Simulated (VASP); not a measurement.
# InSb (Fm-3m) in VASP: notebook

InSb is run at these levels: PBEsol; tasks: relaxation of cell and atoms.

All numbers are computed with VASP 6.6.1; they aren't measurements. Logs are shortened: lines on timing, memory, paths and dates and some standing lists are left out, and cuts for length are marked.

## (1) The cell of the first run

It takes space group Fm-3m (No. 225, cubic). The conventional cell has a = 6.248 Å, b = 6.248 Å, c = 6.248 Å, α = 90.00°, β = 90.00°, γ = 90.00°. In (site symmetry m-3m) has 6 Sb at 3.12 Å within 4.1 Å. Sb (site symmetry m-3m) has 6 In at 3.12 Å within 4.1 Å.

## (2) Relaxation of cell and atoms, PBEsol

INCAR

```
  PREC = Accurate
  ENCUT = 500
  EDIFF = 1E-7
  ISMEAR = -1
  SIGMA = 0.1
  LREAL = F
  LASPH = T
  NELM = 120
  ALGO = Normal
  ISIF = 3
  LWAVE = F
  LCHARG = F
  GGA = PS
  IBRION = 2
  NSW = 60
  EDIFFG = -0.01
  GGA_COMPAT = F
  NELMIN = 4
```

KPOINTS

```
regular mesh
0
Gamma
  5 5 5
```

POSCAR

```
InSb
1.0
    0.0000000000      3.1242040000      3.1242040000
    3.1242040000      0.0000000000      3.1242040000
    3.1242040000      3.1242040000      0.0000000000
In Sb
1 1
Direct
    0.0000000000      0.0000000000      0.0000000000
    0.5000000000      0.5000000000      0.5000000000
```

Potentials or basis: VASP PAW PBE potentials, release 64 (In_d, Sb).

Command:

```bash
cat potpaw_PBE.64/In_d/POTCAR potpaw_PBE.64/Sb/POTCAR > POTCAR
mpirun -np 1 vasp_std > vasp.out
```

OUTCAR:

```text
PREC = Accurate
   ENCUT = 500
   EDIFF = 1E-7
   ISMEAR = -1
   LREAL = F
   LASPH = T
   NELM = 120
   ISIF = 3
   GGA = PS
   IBRION = 2
   NSW = 60
   EDIFFG = -0.01
   NELMIN = 4

 ion  position               nearest neighbor table
   1  0.000  0.000  0.000-   2 3.12   2 3.12   2 3.12   2 3.12   2 3.12   2 3.12
   2  0.500  0.500  0.500-   1 3.12   1 3.12   1 3.12   1 3.12   1 3.12   1 3.12

  LATTYP: Found a face centered cubic cell.
 ALAT       =     6.2484080000

  Lattice vectors:

 A1 = (   0.0000000000,   3.1242040000,   3.1242040000)
 A2 = (   3.1242040000,   0.0000000000,   3.1242040000)
 A3 = (   3.1242040000,   3.1242040000,   0.0000000000)

Analysis of symmetry for initial positions (statically):
=====================================================================
 Subroutine PRICEL returns:
 Original cell was already a primitive cell.

 Routine SETGRP: Setting up the symmetry group for a
 face centered cubic supercell.

 Subroutine GETGRP returns: Found 48 space group operations
 (whereof 48 operations were pure point group operations)
 out of a pool of 48 trial point group operations.

The static configuration has the point symmetry O_h .

Analysis of symmetry for dynamics (positions and initial velocities):
=====================================================================
 Subroutine PRICEL returns:
 Original cell was already a primitive cell.

 Routine SETGRP: Setting up the symmetry group for a
 face centered cubic supercell.

 Subroutine GETGRP returns: Found 48 space group operations
 (whereof 48 operations were pure point group operations)
 out of a pool of 48 trial point group operations.

The dynamic configuration has the point symmetry O_h .

 Subroutine INISYM returns: Found 48 space group operations
 (whereof 48 operations are pure point group operations),
 and found     1 'primitive' translations

----------------------------------------------------------------------------------------

                                     Primitive cell

  volume of cell :      60.9885

  direct lattice vectors                    reciprocal lattice vectors
     0.000000000  3.124204000  3.124204000    -0.160040766  0.160040766  0.160040766
     3.124204000  0.000000000  3.124204000     0.160040766 -0.160040766  0.160040766
     3.124204000  3.124204000  0.000000000     0.160040766  0.160040766 -0.160040766

  length of vectors
     4.418291668  4.418291668  4.418291668     0.277198737  0.277198737  0.277198737

  position of ions in fractional coordinates (direct lattice)
     0.000000000  0.000000000  0.000000000
     0.500000000  0.500000000  0.500000000

  ion indices of the primitive-cell ions
   primitive index   ion index
                 1           1
                 2           2

[... 53 lines left out ...]
   LASPH  =      T    aspherical Exc in radial PAW
   ENCUT  =  500.0 eV  36.75 Ry    6.06 a.u.   8.06  8.06  8.06*2*pi/ulx,y,z
   NELM   =    120;   NELMIN=  4; NELMDL= -5     # of ELM steps
   EDIFF  = 0.1E-06   stopping-criterion for ELM
   LREAL  =      F    real-space projection
   EDIFFG = -.1E-01   stopping-criterion for IOM
   NSW    =     60    number of steps for IOM
   IBRION =      2    ionic relax: 0-MD 1-quasi-New 2-CG
   NFREE  =      1    steps in history (QN), initial steepest desc. (CG)
   ISIF   =      3    stress and relaxation
   ISYM   =      2    0-nonsym 1-usesym 2-fastsym
   POTIM  = 0.5000    time-step for ionic-motion
   TEBEG  =    0.0;   TEEND  =   0.0 temperature during run
   PSTRESS=    0.0 pullay stress
   NELECT =      18.0000    total number of electrons
   NUPDOWN=      -1.0000    fix difference up-down
   EMIN   =  10.00;   EMAX   =-10.00  energy-range for DOS
   EFERMI =   0.00;   METHOD = LEGACY
   ISMEAR =    -1;   SIGMA  =   0.10  broadening in eV -4-tet -1-fermi 0-gaus
   EFERMI_NEDOS =   21; number of points for ismear=-14 and -15
   IALGO  =     38    algorithm
   IMIX   =      4    mixing-type and parameters
     AMIX     =   0.40;   BMIX     =  1.00
     AMIX_MAG =   1.60;   BMIX_MAG =  1.00
  volume/ion in A,a.u.               =      30.49       205.79
  Fermi-wavevector in a.u.,A,eV,Ry     =   1.089974  2.059753 16.164321  1.188044
  Thomas-Fermi vector in A             =   2.226189
   LORBIT       =      0    0 simple, 1 ext, 2 COOP (PROOUT), +10 PAW based schemes
   GGA     = PS    functional components
   LHFCALC =     F    Hartree Fock is set to
   AEXX    =    0.0000 exact exchange contribution
   IVDW    =     0    specifies the selected vdW correction
   LEPSILON=     F    determine dielectric tensor
   LRPA    =     F    only Hartree local field effects (RPA)
 conjugate gradient relaxation of ions
 non-spin polarized calculation
  energy-cutoff  :      500.00
  volume of cell :       60.99
 maximum number of plane-waves:      1562
   NGX = 17   NGY = 17   NGZ = 17

--------------------------------------- Ionic step        1  -------------------------------------------

 number of electron      18.0000010 magnetization

 Free energy of the ion-electron system (eV)
  ---------------------------------------------------
  ext. energy  EPLUGINS =         0.00000000
  ---------------------------------------------------
  free energy    TOTEN  =        -7.42088319 eV

  energy without entropy =       -7.36054020  energy(sigma->0) =       -7.39071169

 E-fermi :   5.9614     XC(G=0):  -9.6367

 val. band max:        5.9462846292   @ k =   0.4000   0.2000   0.0000
 cond. band min:       6.1267156285   @ k =   0.4000   0.0000   0.0000
 fundamental gap:      0.1804309993
 Fermi energy:         5.9614447828

 k-point     1 :       0.0000    0.0000    0.0000
  band No.  band energies     occupation
      1      -8.3604      2.00000
      2      -8.3604      2.00000
      3      -8.3344      2.00000
      4      -8.3344      2.00000
      5      -8.3344      2.00000
      6      -4.7290      2.00000
      7       4.9865      1.99988
      8       5.8505      1.50410
      9       5.8505      1.50410
     10       5.8505      1.50410
     11      11.7036      0.00000
     12      11.7036      0.00000
     13      11.7044      0.00000
[... 213 lines left out ...]
--------------------------------------- Ionic step        3  -------------------------------------------

 number of electron      17.9999990 magnetization

 Free energy of the ion-electron system (eV)
  ---------------------------------------------------
  ext. energy  EPLUGINS =         0.00000000
  ---------------------------------------------------
  free energy    TOTEN  =        -7.50456290 eV

  energy without entropy =       -7.44757284  energy(sigma->0) =       -7.47606787

 E-fermi :   7.1081     XC(G=0): -10.0714

 val. band max:        7.0203715342   @ k =   0.2000   0.0000   0.0000
 cond. band min:       7.1103578766   @ k =   0.4000   0.2000   0.0000
 fundamental gap:      0.0899863423
 Fermi energy:         7.1080894266

 k-point     1 :       0.0000    0.0000    0.0000
  band No.  band energies     occupation
      1      -7.3487      2.00000
      2      -7.3487      2.00000
      3      -7.3158      2.00000
      4      -7.3158      2.00000
      5      -7.3158      2.00000
      6      -4.2362      2.00000
      7       6.8112      1.90227
      8       6.9560      1.64146
      9       6.9560      1.64146
     10       6.9560      1.64146
     11      13.1818      0.00000
     12      13.1818      0.00000
     13      13.1820      0.00000
[... 171 lines left out ...]
  FREE ENERGIE OF THE ION-ELECTRON SYSTEM (eV)
  ---------------------------------------------------
  free  energy   TOTEN  =        -7.5045628950 eV

  energy  without entropy=       -7.4475728410  energy(sigma->0) =       -7.47606787

 reached required accuracy - stopping structural energy minimisation
```

OSZICAR:

```text
N       E                     dE             d eps       ncg     rms          rms(c)
DAV:   1     0.104694495807E+03    0.10469E+03   -0.77962E+03   260   0.135E+03
DAV:   2    -0.308024751280E+00   -0.10500E+03   -0.10222E+03   265   0.317E+02
DAV:   3    -0.730089706908E+01   -0.69929E+01   -0.68665E+01   335   0.853E+01
[... 28 lines left out ...]
DAV:   5    -0.750458607004E+01    0.11923E-03   -0.96596E-05   381   0.116E-01    0.736E-02
DAV:   6    -0.750456242176E+01    0.23648E-04   -0.37442E-05   291   0.696E-02    0.915E-03
DAV:   7    -0.750456246213E+01   -0.40374E-07   -0.23536E-06   354   0.221E-02    0.572E-03
DAV:   8    -0.750456286251E+01   -0.40038E-06   -0.38376E-07   290   0.921E-03    0.174E-03
DAV:   9    -0.750456289501E+01   -0.32495E-07   -0.12880E-08   145   0.127E-03
   3 F= -.75045629E+01 E0= -.74760679E+01  d E =-.836797E-01
```

CONTCAR:

```text
InSb
   1.00000000000000
     0.0000000000000000    3.0234359340893620    3.0234359340893620
     3.0234359340893620   -0.0000000000000000    3.0234359340893620
     3.0234359340893620    3.0234359340893620    0.0000000000000000
  In              Sb
     1     1
Direct
     0.0000000000000000    0.0000000000000000    0.0000000000000000
     0.5000000000000000    0.5000000000000000    0.5000000000000000

  0.00000000E+00  0.00000000E+00  0.00000000E+00
  0.00000000E+00  0.00000000E+00  0.00000000E+00
```

It took 42 s on 1 thread of AMD EPYC 7R13, shared host; peak memory 0.16 GiB.

Results:

```
Free energy                            : -7.5046 eV
Relaxed volume                         : 27.64 Å³/atom
Relaxed cell                           : a = 4.276 Å, b = 4.276 Å, c = 4.276 Å, α = 60.00°, β = 60.00°, γ = 60.00°
Space group after relaxing (to 0.05 Å) : Fm-3m (No. 225)
Energy gained by relaxing              : 41.8 meV/atom
Ionic steps                            : 3
Pressure after relaxing                : 0.0 GPa
Band gap on the k mesh                 : zero (band 9 reaches 7.57 eV, above the bottom of band 10 at 4.92 eV)
```

Step by step:
```csv
step,energy change (eV),largest force (eV/Å),pressure (GPa),volume (Å³)
1,0.0000,0.0000,-4.28,60.99
2,-0.0788,0.0000,1.28,54.07
3,-0.0837,0.0000,0.03,55.28
```

Final structure:
```yaml
crystal:
  lattice:
    - [0.00000, 3.02344, 3.02344]
    - [3.02344, 0.00000, 3.02344]
    - [3.02344, 3.02344, 0.00000]
  atoms:
    - { symbol: In, position: [0.00000, 0.00000, 0.00000] }
    - { symbol: Sb, position: [0.50000, 0.50000, 0.50000] }
```

Caveat: the PAW data sets were made with another functional, which shifts forces and pressure a little; spin-orbit coupling is left out, which moves the levels of the heavy elements.

## (3) Relaxation of cell and atoms, PBEsol

INCAR

```
SYSTEM = InSb
PREC = Accurate
ENCUT = 500
EDIFF = 1E-7
ISMEAR = -1
SIGMA = 0.1
LREAL = .FALSE.
LASPH = .TRUE.
NELM = 120
ALGO = Normal
ISIF = 3
LWAVE = .FALSE.
LCHARG = .FALSE.
GGA = PS
IBRION = 2
NSW = 60
EDIFFG = -0.01
GGA_COMPAT = .FALSE.
NELMIN = 4
```

KPOINTS

```
Automatic mesh
0
G
  5 5 5
  0 0 0
```

POSCAR is that of step 2.

Potentials or basis: VASP PAW PBE potentials, release 64 (In_d, Sb).

Command:

```bash
cat potpaw_PBE.64/In_d/POTCAR potpaw_PBE.64/Sb/POTCAR > POTCAR
mpirun -np 1 vasp_std > vasp.out
```

Run time: 43 s. Hardware: 1 thread of AMD EPYC 7R13, shared host; peak memory 0.16 GiB.

The run converged. Its results:

| Quantity | Value |
| --- | --- |
| Free energy | -7.5046 eV |
| Relaxed volume | 27.64 Å³/atom |
| Relaxed cell | a = 4.276 Å, b = 4.276 Å, c = 4.276 Å, α = 60.00°, β = 60.00°, γ = 60.00° |
| Space group after relaxing (to 0.05 Å) | Fm-3m (No. 225) |
| Energy gained by relaxing | 41.8 meV/atom |
| Ionic steps | 3 |
| Pressure after relaxing | 0.0 GPa |
| Band gap on the k mesh | zero (band 9 reaches 7.57 eV, above the bottom of band 10 at 4.92 eV) |

The path:
```
step  energy change (eV)  largest force (eV/Å)  pressure (GPa)  volume (Å³)
   1              0.0000                0.0000           -4.28        60.99
   2             -0.0788                0.0000            1.28        54.07
   3             -0.0837                0.0000            0.03        55.28
```

Final structure:
```xyz
2
Lattice="0.0000 3.0234 3.0234 3.0234 0.0000 3.0234 3.0234 3.0234 0.0000" Properties=species:S:1:pos:R:3 pbc="T T T"
In    0.0000    0.0000    0.0000
Sb    3.0234    3.0234    3.0234
```

Levels at points of the mesh, in eV from the Fermi level:
```tsv
k point	band 5	band 6	band 7	band 8	band 9	band 10	band 11	band 12	band 13
(0.00, 0.00, 0.00)	-14.42	-11.34	-0.30	-0.15	-0.15	-0.15	6.07	6.07	6.07
```

Caveat: the PAW data sets were made with another functional, which shifts forces and pressure a little; spin-orbit coupling is left out, which moves the levels of the heavy elements.

## (4) Relaxation of cell and atoms, PBEsol

INCAR

```
SYSTEM = InSb
PREC = Accurate ; ENCUT = 500
EDIFF = 1E-7 ; ISMEAR = 1
SIGMA = 0.025 ; LREAL = .FALSE.
LASPH = .TRUE. ; NELM = 120
ALGO = Normal ; ISIF = 3
LWAVE = .FALSE. ; LCHARG = .FALSE.
GGA = PS ; IBRION = 2
NSW = 60 ; EDIFFG = -0.01
GGA_COMPAT = .FALSE. ; NELMIN = 4
```

KPOINTS is that of step 3.

POSCAR is that of step 3.

Command:

```bash
cat potpaw_PBE.64/In_d/POTCAR potpaw_PBE.64/Sb/POTCAR > POTCAR
mpirun -np 1 vasp_std > vasp.out
```

Run time: 44 s. Hardware: 1 thread of AMD EPYC 7R13, shared host; peak memory 0.16 GiB.

It converged, with:

- Free energy: -7.4649 eV
- Relaxed volume: 27.59 Å³/atom
- Relaxed cell: a = 4.273 Å, b = 4.273 Å, c = 4.273 Å, α = 60.00°, β = 60.00°, γ = 60.00°
- Space group after relaxing (to 0.05 Å): Fm-3m (No. 225)
- Energy gained by relaxing: 44.4 meV/atom
- Ionic steps: 3
- Pressure after relaxing: 0.0 GPa
- Band gap on the k mesh: zero (band 9 reaches 7.60 eV, above the bottom of band 10 at 4.95 eV)

Step by step:
```csv
step,energy change (eV),largest force (eV/Å),pressure (GPa),volume (Å³)
1,0.0000,0.0000,-4.43,60.99
2,-0.0828,0.0000,1.49,53.85
3,-0.0888,0.0000,0.02,55.17
```

Final structure:
```
In Sb
1.0
     0.00000    3.02156    3.02156
     3.02156    0.00000    3.02156
     3.02156    3.02156    0.00000
In Sb
1 1
Cartesian
  0.0000 0.0000 0.0000
  3.0216 3.0216 3.0216
```

Levels at points of the mesh, in eV from the Fermi level:
```csv
k point,band 6,band 7,band 8,band 9,band 10,band 11,band 12,band 13
"(0.00, 0.00, 0.00)",-11.35,-0.28,-0.14,-0.14,-0.14,6.08,6.08,6.08
```

Caveat: the PAW data sets were made with another functional, which shifts forces and pressure a little; spin-orbit coupling is left out, which moves the levels of the heavy elements.
